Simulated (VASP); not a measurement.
Set up this calculation in VASP 6.6.1, as the native input.

| Property | Result |
| --- | --- |
| Task | single point |
| Functional | PBE |
| Potentials or basis | VASP PAW PBE potentials, release 64 (C) |
| Cutoff | 600 eV |
| k mesh | 10 × 10 × 10 |
| Occupations | gaussian, width 0.01 eV |
| Spin | no spin polarisation |
| Dipole correction | no |
| Further INCAR settings | ALGO = Normal; EDIFF = 1e-06; NBANDS = 11 |

The structure of C lies in POSCAR:

```
C
1.0
    0.0000000000      1.7857368625      1.7857368625
    1.7857368625      0.0000000000      1.7857368625
    1.7857368625      1.7857368625      0.0000000000
C
2
Direct
    0.0000000000      0.0000000000      0.0000000000
    0.2500000000      0.2500000000      0.2500000000
```

These files were run (other wordings do the same):

INCAR

```
PREC = Accurate ; ENCUT = 600
EDIFF = 1E-6 ; ISMEAR = 0
SIGMA = 0.01 ; LREAL = F
LASPH = T ; NELM = 120
ALGO = Normal ; ISIF = 2
LWAVE = F ; LCHARG = T
GGA = PE ; LELF = T
LVHAR = T ; NBANDS = 11
GGA_COMPAT = F
```

KPOINTS

```
Automatic mesh
0
Gamma
  10 10 10
```

Potentials or basis: VASP PAW PBE potentials, release 64 (C).

Command:

```bash
$ cat potpaw_PBE.64/C/POTCAR > POTCAR
$ mpirun -np 1 vasp_std > vasp.out
```

It gave:

The pressure is 0.0 GPa. The band gap on the k mesh is 4.16 eV, indirect (least direct gap 5.58 eV).

It took 7.7 s on 1 thread of Intel Xeon 8259CL (shared host), peak memory 0.12 GiB.
